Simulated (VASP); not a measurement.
# Si6N in VASP: notebook, part 2 of 2

VASP 6.6.1. Earlier steps stand in the parts before.

### Step 3. Single point, PBEsol, collinear spin, ferromagnetic start

INCAR reads:

```
SYSTEM = Si6N
PREC = Accurate
ENCUT = 520
EDIFF = 1E-6
ISMEAR = 0
SIGMA = 0.05
LREAL = .FALSE.
LASPH = .TRUE.
NELM = 200
ALGO = Normal
ISIF = 2
LWAVE = .FALSE.
LCHARG = .FALSE.
ISPIN = 2
MAGMOM = 0 0 0 0 0 0 3
LORBIT = 11
LDIPOL = .TRUE.
IDIPOL = 3
DIPOL = 0.5 0.5 0.482
GGA = PS
NBANDS = 28
GGA_COMPAT = .FALSE.
NELMDL = -8
```

KPOINTS reads:

```
Automatic mesh
0
G
  9 9 1
  0 0 0
```

POSCAR reads:

```
Si6N
1.0
    3.8417168278      0.0000000000      0.0000000000
   -1.9208584139      3.3270243670      0.0000000000
    0.0000000000      0.0000000000     26.0576844733
Si N
6 1
Direct
    0.3333333333      0.6666666667      0.3261993601
    0.0000000000      0.0000000000      0.3562936366
    0.0000000000      0.0000000000      0.4465764664
    0.6666666667      0.3333333333      0.4756103330
    0.6666666667      0.3333333333      0.5661328803
    0.3333333333      0.6666666667      0.6181230363
    0.0000000000      0.0000000000      0.5830148433
```

Potentials or basis: VASP PAW PBE potentials, release 64 (Si, N).

Command:

```bash
$ cat potpaw_PBE.64/Si/POTCAR potpaw_PBE.64/N/POTCAR > POTCAR
$ mpirun -np 1 vasp_std > vasp.out
```

OUTCAR:

```text
SYSTEM = Si6N
   PREC = Accurate
   ENCUT = 520
   EDIFF = 1E-6
   ISMEAR = 0
   LREAL = .FALSE.
   LASPH = .TRUE.
   NELM = 200
   ISIF = 2
   ISPIN = 2
   LORBIT = 11
   GGA = PS
   NELMDL = -8

 ion  position               nearest neighbor table
   1  0.333  0.667  0.326-   2 2.35   2 2.35   2 2.35
   2  0.000  0.000  0.356-   1 2.35   1 2.35   1 2.35   3 2.35
   3  0.000  0.000  0.447-   4 2.34   4 2.34   4 2.34   2 2.35
   4  0.667  0.333  0.476-   3 2.34   3 2.34   3 2.34   5 2.36
   5  0.667  0.333  0.566-   7 2.26   7 2.26   7 2.26   4 2.36   6 2.60   6 2.60   6 2.60
   6  0.333  0.667  0.618-   7 2.40   7 2.40   7 2.40   5 2.60   5 2.60   5 2.60
   7  0.000  0.000  0.583-   5 2.26   5 2.26   5 2.26   6 2.40   6 2.40   6 2.40

  LATTYP: Found a hexagonal cell.
 ALAT       =     3.8417168278
 C/A-ratio  =     6.7828227955

  Lattice vectors:

 A1 = (   3.8417168278,   0.0000000000,   0.0000000000)
 A2 = (  -1.9208584139,   3.3270243670,   0.0000000000)
 A3 = (   0.0000000000,   0.0000000000,  26.0576844733)

Analysis of symmetry for initial positions (statically):
=====================================================================
 Subroutine PRICEL returns:
 Original cell was already a primitive cell.

 Routine SETGRP: Setting up the symmetry group for a
 hexagonal supercell.

 Subroutine GETGRP returns: Found  6 space group operations
 (whereof  6 operations were pure point group operations)
 out of a pool of 24 trial point group operations.

The static configuration has the point symmetry C_3v.

Analysis of symmetry for dynamics (positions and initial velocities):
=====================================================================
 Subroutine PRICEL returns:
 Original cell was already a primitive cell.

 Routine SETGRP: Setting up the symmetry group for a
 hexagonal supercell.

 Subroutine GETGRP returns: Found  6 space group operations
 (whereof  6 operations were pure point group operations)
 out of a pool of 24 trial point group operations.

The dynamic configuration has the point symmetry C_3v.

Analysis of structural, dynamic, and magnetic symmetry:
=====================================================================
 Subroutine PRICEL returns:
 Original cell was already a primitive cell.

 Routine SETGRP: Setting up the symmetry group for a
 hexagonal supercell.

 Subroutine GETGRP returns: Found  6 space group operations
 (whereof  6 operations were pure point group operations)
 out of a pool of 24 trial point group operations.

The overall configuration has the point symmetry C_3v.

 Subroutine INISYM returns: Found  6 space group operations
 (whereof  6 operations are pure point group operations),
 and found     1 'primitive' translations

----------------------------------------------------------------------------------------

                                     Primitive cell

  volume of cell :     333.0559

  direct lattice vectors                    reciprocal lattice vectors
     3.841716828  0.000000000  0.000000000     0.260300289  0.150284442  0.000000000
    -1.920858414  3.327024367  0.000000000     0.000000000  0.300568884  0.000000000
[... 96 lines left out ...]
   EFERMI =   0.00;   METHOD = LEGACY
   ISMEAR =     0;   SIGMA  =   0.05  broadening in eV -4-tet -1-fermi 0-gaus
   EFERMI_NEDOS =   21; number of points for ismear=-14 and -15
   IALGO  =     38    algorithm
   IMIX   =      4    mixing-type and parameters
     AMIX     =   0.40;   BMIX     =  1.00
     AMIX_MAG =   1.60;   BMIX_MAG =  1.00
  volume/ion in A,a.u.               =      47.58       321.08
  Fermi-wavevector in a.u.,A,eV,Ry     =   0.725608  1.371199  7.163553  0.526506
  Thomas-Fermi vector in A             =   1.816372
   LORBIT       =     11    0 simple, 1 ext, 2 COOP (PROOUT), +10 PAW based schemes
   GGA     = PS    functional components
   LHFCALC =     F    Hartree Fock is set to
   AEXX    =    0.0000 exact exchange contribution
   IVDW    =     0    specifies the selected vdW correction
   LEPSILON=     F    determine dielectric tensor
   LRPA    =     F    only Hartree local field effects (RPA)
 spin polarized calculation
 Gauss-broadening in eV      SIGMA  =   0.05
  energy-cutoff  :      520.00
  volume of cell :      333.06
 maximum number of plane-waves:      9045
 NGX is ok and might be reduce to    30
   NGX = 15   NGY = 15   NGZ = 97

 dipolmoment           0.000000      0.000000     -0.002313 electrons x Angstroem

 number of electron      29.0000003 magnetization       0.9877976

 dipolmoment           0.000000      0.000000      0.010103 electrons x Angstroem

 Free energy of the ion-electron system (eV)
  ---------------------------------------------------
  ext. energy  EPLUGINS =         0.00000000
  ---------------------------------------------------
  free energy    TOTEN  =       -38.25779594 eV

  energy without entropy =      -38.25685851  energy(sigma->0) =      -38.25732723

 E-fermi :  -0.5710     XC(G=0):  -4.2753

 val. band max:       -0.6702461081   @ k =   0.0000   0.0000   0.0000
 cond. band min:      -0.5220071336   @ k =   0.1111   0.1111   0.0000
 fundamental gap:      0.1482389746
 Fermi energy:        -0.5709929517

 spin component 1

 k-point     1 :       0.0000    0.0000    0.0000
  band No.  band energies     occupation
      1     -16.1518      1.00000
      2     -12.3001      1.00000
      3     -11.1015      1.00000
      4      -7.5224      1.00000
      5      -7.3186      1.00000
      6      -5.2507      1.00000
[... 337 lines left out ...]
     25       5.4019      0.00000
     26       5.6372      0.00000
 Fermi energy:        -0.5709929517

 spin component 2

 k-point     1 :       0.0000    0.0000    0.0000
  band No.  band energies     occupation
      1     -16.1122      1.00000
      2     -12.1684      1.00000
      3     -10.9347      1.00000
      4      -7.4032      1.00000
      5      -7.2554      1.00000
      6      -4.9529      1.00000
[... 337 lines left out ...]
     25       5.5462      0.00000
     26       5.8192      0.00000
 [bands above 26 left out]

------------------------ aborting loop because EDIFF is reached ----------------------------------------

 vacuum level on the upper side and lower side of the slab       (xc-potential included)         0.084        -0.047

  FORCE on cell =-STRESS in cart. coord.  units (eV):
  Direction    XX          YY          ZZ          XY          YZ          ZX
  --------------------------------------------------------------------------------------
  -------------------------------------------------------------------------------------
  Total       -5.1123162     -5.1123162      0.0727327     -0.0000000     -0.0000000     -0.0000000
  in kB      -24.5929787    -24.5929787      0.3498835     -0.0000000     -0.0000000     -0.0000000
  external PRESSURE =     -16.2786913 kB  Pullay stress =       0.0000000 kB

 VOLUME and BASIS-vectors are now :
 -----------------------------------------------------------------------------
  energy-cutoff  :      520.00
  volume of cell :      333.06
      direct lattice vectors                 reciprocal lattice vectors
     3.841716828  0.000000000  0.000000000     0.260300289  0.150284442  0.000000000
    -1.920858414  3.327024367  0.000000000     0.000000000  0.300568884  0.000000000
     0.000000000  0.000000000 26.057684473     0.000000000  0.000000000  0.038376395

 POSITION                                       TOTAL-FORCE (eV/Angst)
 -----------------------------------------------------------------------------------
     -0.00000      2.21802      8.50000         0.000000      0.000000      0.480765
      0.00000      0.00000      9.28419         0.000000     -0.000000     -0.660852
      0.00000      0.00000     11.63675         0.000000      0.000000      0.170284
      1.92086      1.10901     12.39330         0.000000      0.000000     -0.002980
      1.92086      1.10901     14.75211        -0.000000      0.000000      0.005375
     -0.00000      2.21802     16.10686        -0.000000     -0.000000      0.005933
      0.00000      0.00000     15.19202         0.000000      0.000000      0.001476
 -----------------------------------------------------------------------------------
    total drift:                               -0.000000     -0.000000     -0.000006

  FREE ENERGIE OF THE ION-ELECTRON SYSTEM (eV)
  ---------------------------------------------------
  free  energy   TOTEN  =       -38.2577959422 eV

  energy  without entropy=      -38.2568585100  energy(sigma->0) =      -38.25732723

 vacuum level on the upper side and lower side of the slab         4.237         4.100

 total charge

# of ion       s       p       d       tot
------------------------------------------
    1        0.792   0.853   0.000   1.645
    2        0.757   0.921   0.000   1.677
    3        0.762   0.921   0.000   1.683
    4        0.757   0.940   0.000   1.697
    5        0.807   0.717   0.000   1.524
    6        0.942   0.560   0.000   1.502
    7        1.343   2.117   0.000   3.460
--------------------------------------------------
tot          6.160   7.029   0.000  13.189

 magnetization (x)

# of ion       s       p       d       tot
------------------------------------------
    1        0.035   0.180   0.000   0.215
    2        0.001   0.015   0.000   0.016
    3        0.009   0.033   0.000   0.042
    4        0.004   0.015   0.000   0.019
    5        0.001   0.006   0.000   0.007
    6        0.000   0.022   0.000   0.022
    7        0.001   0.025   0.000   0.026
--------------------------------------------------
tot          0.052   0.296   0.000   0.348
```

It took 16 min on 1 thread of Intel Xeon Platinum 8488C (Sapphire Rapids), shared host; peak memory 0.62 GiB.

Results:

```yaml
Free_energy: -38.2578 eV
Largest_force: 0.661 eV/Å
Band_gap_on_the_k_mesh: zero (filled and empty bands overlap)
Net_moment: 0.99 μB per cell
Site_moments: Si +0.21, +0.02, +0.04, +0.01 (each value once); N +0.03 μB
Valence_electrons_inside_the_program's_atomic_spheres: Si 1.65, 1.68, 1.70, 1.52, 1.50 (each value once); N 3.46
```

Forces in eV/Å, atoms in the order of the input:
```
Si   0.000  0.000  0.481
Si   0.000  0.000 -0.661
Si   0.000  0.000  0.170
Si   0.000  0.000 -0.003
Si   0.000  0.000  0.005
Si   0.000  0.000  0.006
N    0.000  0.000  0.001
```

Caveat: the PAW data sets were made with another functional, which shifts forces and pressure a little.

The gap in the log of VASP goes by the Fermi energy; the results here count the filled bands.